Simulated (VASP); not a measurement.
# MnS (Pm-3m) in VASP: single point with LDA

Aim: the single point of MnS with LDA.

Everything below comes from runs of VASP 6.6.1. Logs are shortened: lines on timing, memory, paths and dates and some standing lists are left out, and cuts for length are marked.

## 1. The cell of the first run

Symmetry: Pm-3m, No. 221, cubic system. Conventional cell: a = 3.099 Å, b = 3.099 Å, c = 3.099 Å, α = 90.00°, β = 90.00°, γ = 90.00°. Within 3.5 Å of Mn (site symmetry m-3m) lie 8 S at 2.68 Å and 6 Mn at 3.10 Å. Within 3.5 Å of S (site symmetry m-3m) lie 8 Mn at 2.68 Å and 6 S at 3.10 Å.

## 2. Single point, LDA, collinear spin, ferromagnetic start

File INCAR:

```
SYSTEM = MnS
PREC = Accurate
ENCUT = 500
EDIFF = 1E-6
ISMEAR = 1
SIGMA = 0.1
LREAL = .FALSE.
LASPH = .TRUE.
NELM = 200
ALGO = Normal
ISIF = 2
LWAVE = .FALSE.
LCHARG = .FALSE.
ISPIN = 2
MAGMOM = 4 0
LORBIT = 11
LMAXMIX = 4
NBANDS = 20
GGA_COMPAT = .FALSE.
```

File KPOINTS:

```
regular mesh
0
G
  7 7 7
  0 0 0
```

File POSCAR:

```
MnS
1.0
    3.0990400000      0.0000000000      0.0000000000
    0.0000000000      3.0990400000      0.0000000000
    0.0000000000      0.0000000000      3.0990400000
Mn S
1 1
Direct
    0.5000000000      0.5000000000      0.5000000000
    0.0000000000      0.0000000000      0.0000000000
```

Potentials or basis: VASP PAW LDA potentials, release 64 (Mn_pv, S).

Run with:

```bash
$ cat potpaw_LDA.64/Mn_pv/POTCAR potpaw_LDA.64/S/POTCAR > POTCAR
$ mpirun -np 1 vasp_std > vasp.out
```

OUTCAR:

```text
SYSTEM = MnS
   PREC = Accurate
   ENCUT = 500
   EDIFF = 1E-6
   ISMEAR = 1
   LREAL = .FALSE.
   LASPH = .TRUE.
   NELM = 200
   ISIF = 2
   ISPIN = 2
   LORBIT = 11

 ion  position               nearest neighbor table
   1  0.500  0.500  0.500-   2 2.68   2 2.68   2 2.68   2 2.68   2 2.68   2 2.68   2 2.68   2 2.68

   2  0.000  0.000  0.000-   1 2.68   1 2.68   1 2.68   1 2.68   1 2.68   1 2.68   1 2.68   1 2.68

  LATTYP: Found a simple cubic cell.
 ALAT       =     3.0990400000

  Lattice vectors:

 A1 = (   3.0990400000,   0.0000000000,   0.0000000000)
 A2 = (   0.0000000000,   3.0990400000,   0.0000000000)
 A3 = (   0.0000000000,   0.0000000000,   3.0990400000)

Analysis of symmetry for initial positions (statically):
=====================================================================
 Subroutine PRICEL returns:
 Original cell was already a primitive cell.

 Routine SETGRP: Setting up the symmetry group for a
 simple cubic supercell.

 Subroutine GETGRP returns: Found 48 space group operations
 (whereof 48 operations were pure point group operations)
 out of a pool of 48 trial point group operations.

The static configuration has the point symmetry O_h .

Analysis of symmetry for dynamics (positions and initial velocities):
=====================================================================
 Subroutine PRICEL returns:
 Original cell was already a primitive cell.

 Routine SETGRP: Setting up the symmetry group for a
 simple cubic supercell.

 Subroutine GETGRP returns: Found 48 space group operations
 (whereof 48 operations were pure point group operations)
 out of a pool of 48 trial point group operations.

The dynamic configuration has the point symmetry O_h .

Analysis of structural, dynamic, and magnetic symmetry:
=====================================================================
 Subroutine PRICEL returns:
 Original cell was already a primitive cell.

 Routine SETGRP: Setting up the symmetry group for a
 simple cubic supercell.

 Subroutine GETGRP returns: Found 48 space group operations
 (whereof 48 operations were pure point group operations)
 out of a pool of 48 trial point group operations.

The overall configuration has the point symmetry O_h .

 Subroutine INISYM returns: Found 48 space group operations
 (whereof 48 operations are pure point group operations),
 and found     1 'primitive' translations

----------------------------------------------------------------------------------------

                                     Primitive cell

  volume of cell :      29.7633

  direct lattice vectors                    reciprocal lattice vectors
     3.099040000  0.000000000  0.000000000     0.322680572  0.000000000  0.000000000
     0.000000000  3.099040000  0.000000000     0.000000000  0.322680572  0.000000000
[... 108 lines left out ...]
   IVDW    =     0    specifies the selected vdW correction
   LEPSILON=     F    determine dielectric tensor
   LRPA    =     F    only Hartree local field effects (RPA)
 spin polarized calculation
 Methfessel and Paxton  Order N= 1 SIGMA  =   0.10
  energy-cutoff  :      500.00
  volume of cell :       29.76
 maximum number of plane-waves:       772
 NGX is ok and might be reduce to    24
   NGX = 11   NGY = 11   NGZ = 11

 number of electron      18.9999973 magnetization       3.1600128

 Free energy of the ion-electron system (eV)
  ---------------------------------------------------
  ext. energy  EPLUGINS =         0.00000000
  ---------------------------------------------------
  free energy    TOTEN  =       -14.50618485 eV

  energy without entropy =      -14.50624647  energy(sigma->0) =      -14.50620539

 E-fermi :   8.1631     XC(G=0): -11.9695

 val. band max:        8.1102833878   @ k =   0.1429   0.1429   0.1429
 cond. band min:       8.1685898843   @ k =   0.2857   0.1429   0.1429
 fundamental gap:      0.0583064965
 Fermi energy:         8.1630732653

 spin component 1

 k-point     1 :       0.0000    0.0000    0.0000
  band No.  band energies     occupation
      1     -40.9605      1.00000
      2     -40.9605      1.00000
      3     -40.9605      1.00000
      4      -7.2538      1.00000
      5       4.9668      1.00000
      6       4.9668      1.00000
[... 436 lines left out ...]
      6       2.0938      1.00000
[... 12 lines left out ...]
     19      27.4940      0.00000
     20      30.2147      0.00000
 Fermi energy:         8.1630732653

 spin component 2

 k-point     1 :       0.0000    0.0000    0.0000
  band No.  band energies     occupation
      1     -37.8751      1.00000
      2     -37.8751      1.00000
      3     -37.8751      1.00000
      4      -7.2169      1.00000
      5       6.4175      1.00000
      6       6.4175      1.00000
[... 449 lines left out ...]
     19      27.8752      0.00000
     20      30.4436      0.00000

------------------------ aborting loop because EDIFF is reached ----------------------------------------

  FORCE on cell =-STRESS in cart. coord.  units (eV):
  Direction    XX          YY          ZZ          XY          YZ          ZX
  --------------------------------------------------------------------------------------
  -------------------------------------------------------------------------------------
  Total       -3.5204245     -3.5204245     -3.5204245     -0.0000000      0.0000000      0.0000000
  in kB     -189.5064851   -189.5064851   -189.5064851     -0.0000000      0.0000000      0.0000000
  external PRESSURE =    -189.5064851 kB  Pullay stress =       0.0000000 kB

 VOLUME and BASIS-vectors are now :
 -----------------------------------------------------------------------------
  energy-cutoff  :      500.00
  volume of cell :       29.76
      direct lattice vectors                 reciprocal lattice vectors
     3.099040000  0.000000000  0.000000000     0.322680572  0.000000000  0.000000000
     0.000000000  3.099040000  0.000000000     0.000000000  0.322680572  0.000000000
     0.000000000  0.000000000  3.099040000     0.000000000  0.000000000  0.322680572

 POSITION                                       TOTAL-FORCE (eV/Angst)
 -----------------------------------------------------------------------------------
      1.54952      1.54952      1.54952         0.000000      0.000000      0.000000
      0.00000      0.00000      0.00000         0.000000      0.000000      0.000000
 -----------------------------------------------------------------------------------
    total drift:                                0.000000      0.000000     -0.000000

  FREE ENERGIE OF THE ION-ELECTRON SYSTEM (eV)
  ---------------------------------------------------
  free  energy   TOTEN  =       -14.5061848457 eV

  energy  without entropy=      -14.5062464740  energy(sigma->0) =      -14.50620539

 total charge

# of ion       s       p       d       tot
------------------------------------------
    1        0.217   6.164   5.075  11.456
    2        1.373   2.233   0.000   3.606
--------------------------------------------------
tot          1.590   8.397   5.075  15.062

 magnetization (x)

# of ion       s       p       d       tot
------------------------------------------
    1        0.011   0.021   3.107   3.139
    2        0.026  -0.118   0.000  -0.091
--------------------------------------------------
tot          0.037  -0.097   3.107   3.047
```

OSZICAR:

```text
N       E                     dE             d eps       ncg     rms          rms(c)
DAV:   1     0.144567608245E+03    0.14457E+03   -0.10089E+04  1600   0.994E+02
DAV:   2    -0.899148355223E+01   -0.15356E+03   -0.14478E+03  1636   0.287E+02
DAV:   3    -0.157488212254E+02   -0.67573E+01   -0.66251E+01  1876   0.635E+01
DAV:   4    -0.158202437191E+02   -0.71422E-01   -0.71367E-01  1768   0.666E+00
DAV:   5    -0.158211209441E+02   -0.87722E-03   -0.87721E-03  1848   0.762E-01    0.138E+01
DAV:   6    -0.159936072554E+02   -0.17249E+00   -0.79147E+00  1760   0.352E+01    0.149E+01
DAV:   7    -0.145494832735E+02    0.14441E+01   -0.37198E+00  1824   0.254E+01    0.548E+00
DAV:   8    -0.145030935996E+02    0.46390E-01   -0.14708E-01  1736   0.336E+00    0.291E+00
DAV:   9    -0.145085026131E+02   -0.54090E-02   -0.14890E-02  2072   0.104E+00    0.869E-01
DAV:  10    -0.145060367239E+02    0.24659E-02   -0.78397E-03  1852   0.988E-01    0.312E-01
DAV:  11    -0.145061972855E+02   -0.16056E-03   -0.33061E-04  1860   0.184E-01    0.132E-01
DAV:  12    -0.145061808030E+02    0.16483E-04   -0.11728E-04  1864   0.110E-01    0.420E-02
DAV:  13    -0.145061851368E+02   -0.43339E-05   -0.14853E-05  1796   0.231E-02    0.233E-02
DAV:  14    -0.145061848457E+02    0.29109E-06   -0.45390E-06  1336   0.226E-02
   1 F= -.14506185E+02 E0= -.14506205E+02  d E =0.616283E-04  mag=     3.1606
```

It took 27 s on 1 thread of Intel Xeon 8259CL, shared host; peak memory 0.14 GiB.

Results:

| Item | Value |
| --- | --- |
| Free energy | -14.5062 eV |
| Pressure | -19.0 GPa |
| Net moment | 3.16 μB per cell |
| Site moments | Mn +3.14; S -0.09 μB |
| Valence electrons inside the program's atomic spheres | Mn 11.46; S 3.61 |

Caveat: a cell with one magnetic atom can't hold antiferromagnetic order, which such compounds often take; semilocal functionals often make such compounds metallic where correlation or magnetic order opens a gap, which also shifts bond lengths. With open d or f shells a metallic result of LDA can be an artefact of self-interaction; +U or a hybrid may open a gap.
